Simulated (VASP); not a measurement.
# H in VASP: a series of runs, part 2 of 2

VASP 6.6.1.

**5. Single point, PBEsol (z stretched by +0.5 %, x and y held)**

INCAR reads:

```
  PREC = Accurate
  ENCUT = 500
  EDIFF = 1E-6
  ISMEAR = 0
  SIGMA = 0.01
  LREAL = F
  LASPH = T
  NELM = 120
  ALGO = Normal
  ISIF = 2
  LWAVE = F
  LCHARG = F
  GGA = PS
  NBANDS = 8
  GGA_COMPAT = F
```

KPOINTS reads:

```
Automatic mesh
0
Gamma
  10 10 10
```

POSCAR reads:

```
H
1.0
   -1.7539625964      1.7539625964      2.1938127132
    1.7539625964     -1.7539625964      2.1938127132
    1.7539625964      1.7539625964     -2.1938127132
H
2
Direct
    0.9134765417      0.9134765417      0.0000000000
    0.0865234583      0.0865234583      0.0000000000
```

Potentials or basis: VASP PAW PBE potentials, release 64 (H).

Started as:

```sh
$ cat potpaw_PBE.64/H/POTCAR > POTCAR
$ mpirun -np 1 vasp_std > vasp.out
```

OUTCAR:

```text
PREC = Accurate
   ENCUT = 500
   EDIFF = 1E-6
   ISMEAR = 0
   LREAL = F
   LASPH = T
   NELM = 120
   ISIF = 2
   GGA = PS

 ion  position               nearest neighbor table
   1  0.913  0.913  0.000-   2 0.76
   2  0.087  0.087  0.000-   1 0.76

  LATTYP: Found a body centered tetragonal cell.
 ALAT       =     3.5079251928
 C/A-ratio  =     1.2507750836

  Lattice vectors:

 A1 = (  -1.7539625964,   1.7539625964,   2.1938127132)
 A2 = (   1.7539625964,  -1.7539625964,   2.1938127132)
 A3 = (   1.7539625964,   1.7539625964,  -2.1938127132)

Analysis of symmetry for initial positions (statically):
=====================================================================
 Subroutine PRICEL returns:
 Original cell was already a primitive cell.

 Routine SETGRP: Setting up the symmetry group for a
 body centered tetragonal supercell.

 Subroutine GETGRP returns: Found 16 space group operations
 (whereof 16 operations were pure point group operations)
 out of a pool of 16 trial point group operations.

[... 163 lines left out ...]

 val. band max:       -8.2751245038   @ k =   0.5000   0.5000   0.5000
 cond. band min:       0.5984803384   @ k =   0.5000   0.0000  -0.0000
 fundamental gap:      8.8736048423
 Fermi energy:        -8.1293070461

 k-point     1 :       0.0000    0.0000    0.0000
  band No.  band energies     occupation
      1     -10.2012      2.00000
      2       4.5017      0.00000
      3       7.8610      0.00000
      4      13.7912      0.00000
      5      13.7912      0.00000
      6      15.8159      0.00000
      7      15.8159      0.00000
      8      17.1345      0.00000
[... 243 lines left out ...]
 k-point    24 :       0.4000    0.3000    0.0000
  band No.  band energies     occupation
      1      -8.6832      2.00000
      2       1.9902      0.00000
      3       3.8526      0.00000
      4       8.2967      0.00000
      5       9.7542      0.00000
      6      16.4690      0.00000
      7      17.6329      0.00000
      8      19.5818      0.00000

 [... further k-points ...]

------------------------ aborting loop because EDIFF is reached ----------------------------------------

  FORCE on cell =-STRESS in cart. coord.  units (eV):
  Direction    XX          YY          ZZ          XY          YZ          ZX
  --------------------------------------------------------------------------------------
  -------------------------------------------------------------------------------------
  Total       -0.0302425     -0.0302425     -0.0306465      0.0000000      0.0000000      0.0000000
  in kB       -1.7948516     -1.7948516     -1.8188289      0.0000000      0.0000000      0.0000000
  external PRESSURE =      -1.8028440 kB  Pullay stress =       0.0000000 kB

 VOLUME and BASIS-vectors are now :
 -----------------------------------------------------------------------------
  energy-cutoff  :      500.00
  volume of cell :       27.00
      direct lattice vectors                 reciprocal lattice vectors
    -1.753962596  1.753962596  2.193812713     0.000000000  0.285068793  0.227913713
     1.753962596 -1.753962596  2.193812713     0.285068793  0.000000000  0.227913713
     1.753962596  1.753962596 -2.193812713     0.285068793  0.285068793  0.000000000

 POSITION                                       TOTAL-FORCE (eV/Angst)
 -----------------------------------------------------------------------------------
      0.00000      0.00000      4.00799        -0.000000     -0.000000     -0.007358
      0.00000      0.00000      0.37963         0.000000      0.000000      0.007358
 -----------------------------------------------------------------------------------
    total drift:                                0.000000      0.000000     -0.000000

  FREE ENERGIE OF THE ION-ELECTRON SYSTEM (eV)
  ---------------------------------------------------
  free  energy   TOTEN  =        -6.5268855185 eV

  energy  without entropy=       -6.5268855185  energy(sigma->0) =       -6.52688552
```

OSZICAR:

```text
N       E                     dE             d eps       ncg     rms          rms(c)
DAV:   1    -0.674479652327E+01   -0.67448E+01   -0.43976E+02  1632   0.152E+02
DAV:   2    -0.704061612035E+01   -0.29582E+00   -0.29582E+00  2248   0.953E+00
DAV:   3    -0.704096658143E+01   -0.35046E-03   -0.35046E-03  1728   0.314E-01
DAV:   4    -0.704096712756E+01   -0.54613E-06   -0.54613E-06  2632   0.129E-02
DAV:   5    -0.704096712806E+01   -0.49599E-09   -0.49602E-09  1760   0.204E-04    0.418E+00
DAV:   6    -0.668128039403E+01    0.35969E+00   -0.20190E-01  1680   0.135E+00    0.227E+00
DAV:   7    -0.652207933682E+01    0.15920E+00   -0.38047E-01  1792   0.195E+00    0.250E-01
DAV:   8    -0.652715662177E+01   -0.50773E-02   -0.63839E-03  1808   0.280E-01    0.113E-01
DAV:   9    -0.652686353547E+01    0.29309E-03   -0.93882E-04  2048   0.114E-01    0.127E-02
DAV:  10    -0.652688081499E+01   -0.17280E-04   -0.13652E-05  1936   0.210E-02    0.299E-03
DAV:  11    -0.652688526440E+01   -0.44494E-05   -0.43743E-06  1840   0.102E-02    0.392E-04
DAV:  12    -0.652688551850E+01   -0.25410E-06   -0.77171E-08  2248   0.161E-03
   1 F= -.65268855E+01 E0= -.65268855E+01  d E =-.256187E-97
```

stdout:

```text
POSCAR found type information on POSCAR H
 POSCAR found :  1 types and       2 ions
 scaLAPACK will be used
 -----------------------------------------------------------------------------
|                                                                             |
|                                                                             |
|     You enforced a specific xc type in the INCAR file but a different       |
|     I HOPE YOU KNOW WHAT YOU ARE DOING!                                     |
|                                                                             |
 -----------------------------------------------------------------------------

 LDA part: xc-table for (Slater+PW92), standard interpolation
 POSCAR, INCAR and KPOINTS ok, starting setup
 FFT: planning ... GRIDC
 FFT: planning ... GRID_SOFT
 FFT: planning ... GRID
 WAVECAR not read
 entering main loop
```

Wall time 7 s (1 thread of Intel Xeon Platinum 8375C at 2.90GHz (Ice Lake), shared host); peak memory 0.13 GiB.

Results:

```
Free energy            : -6.5269 eV
Pressure               : -0.2 GPa
Largest force          : 0.007 eV/Å
Band gap on the k mesh : 8.87 eV (least direct gap 9.52 eV)
```

Forces in eV/Å, atoms in the order of the input:
```
H    0.000  0.000 -0.007
H    0.000  0.000  0.007
```

Levels at points of the mesh, in eV from the valence-band top:
```tsv
k point	band 1	band 2	band 3	band 4	band 5
(0.00, 0.00, 0.00)	-1.93	12.78	16.14	22.07	22.07
(0.50, 0.00, 0.00)	-0.64	8.87	16.10	17.66	19.37
(0.50, 0.50, 0.00)	-0.44	10.58	13.37	15.47	17.84
(0.50, 0.50, 0.50)	0.00	9.73	14.94	15.64	15.64
```

Caveat: the cell differs from its parent crystal (z stretched by +0.5 %, x and y held); this functional lacks dispersion, which holds the molecules together, so the pressure and a relaxed volume are unreliable; the PAW data sets were made with another functional, which shifts forces and pressure a little. A k mesh can miss the band edges.

**6. Single point, PBEsol (equal xy, yz and zx engineering shears of -0.5 %)**

INCAR reads:

```
  PREC = Accurate
  ENCUT = 500
  EDIFF = 1E-6
  ISMEAR = 0
  SIGMA = 0.01
  LREAL = False
  LASPH = True
  NELM = 120
  ALGO = Normal
  ISIF = 2
  LWAVE = False
  LCHARG = True
  GGA = PS
  LELF = True
  LVHAR = True
  NBANDS = 8
  GGA_COMPAT = False
```

KPOINTS is that of step 5.

POSCAR reads:

```
H
1.0
   -1.7638047485      1.7528902574      2.1828982220
    1.7528902574     -1.7638047485      2.1828982220
    1.7550349355      1.7550349355     -2.1916680350
H
2
Direct
    0.9130381279      0.9130381279      0.0000000000
    0.0869618721      0.0869618721      0.0000000000
```

Potentials or basis: VASP PAW PBE potentials, release 64 (H).

Started as:

```sh
$ cat potpaw_PBE.64/H/POTCAR > POTCAR
$ mpirun -np 1 vasp_std > vasp.out
```

It took 22 s on 1 thread of Intel Xeon Platinum 8375C at 2.90GHz (Ice Lake), shared host; peak memory 0.16 GiB.

It converged, with:

```
Free energy            : -6.5269 eV
Pressure               : -0.2 GPa
Largest force          : 0.006 eV/Å
Band gap on the k mesh : 8.84 eV (least direct gap 9.50 eV)
```

Forces in eV/Å, atoms in the order of the input:
```
H    0.000  0.000 -0.006
H    0.000  0.000  0.006
```

Levels at points of the mesh, in eV from the valence-band top:
```
           k point  band 1  band 2  band 3  band 4
(0.00, 0.00, 0.00)   -1.95   12.80   16.15   22.10
(0.50, 0.00, 0.00)   -0.64    8.87   16.10   17.67
(0.50, 0.50, 0.00)   -0.47   10.53   13.42   15.49
(0.00, 0.00, 0.50)   -0.45   10.58   13.36   15.48
(0.50, 0.00, 0.50)   -0.66    8.84   16.11   17.72
(0.50, 0.50, 0.50)    0.00    9.76   14.95   15.61
```

Caveat: the cell differs from its parent crystal (equal xy, yz and zx engineering shears of -0.5 %); this functional lacks dispersion, which holds the molecules together, so the pressure and a relaxed volume are unreliable; the PAW data sets were made with another functional, which shifts forces and pressure a little. A k mesh can miss the band edges.

**7. Overview**

```tsv
cell	gap on the mesh (eV)	pressure (GPa)	largest force (eV/Å)
a = 3.311 Å, angles 116.0, 116.0, 97.0°, 2 atoms, atomic positions A	8.87	-0.2	0.01
a = 3.321 Å, angles 115.9, 115.9, 97.3°, 2 atoms, atomic positions A	8.88	-0.2	0.01
a = 3.297 Å, angles 115.7, 115.7, 97.6°, 2 atoms, atomic positions B	8.84	-0.2	0.01
a = 3.309, b = 3.309, c = 3.311 Å, angles 116.0, 116.0, 97.4°, 2 atoms, atomic positions C	8.84	-0.2	0.01
```

Alike in all rows: task single point; level PBEsol; potentials or basis VASP PAW PBE potentials, release 64 (H); no spin polarisation; k mesh 10 × 10 × 10; cutoff (eV) 500; smearing gaussian 0.01 eV.

Caveats: this functional lacks dispersion, which holds the molecules together, so the pressure and a relaxed volume are unreliable; the PAW data sets were made with another functional, which shifts forces and pressure a little.

Absolute energies hang on the potentials; compare differences alone.
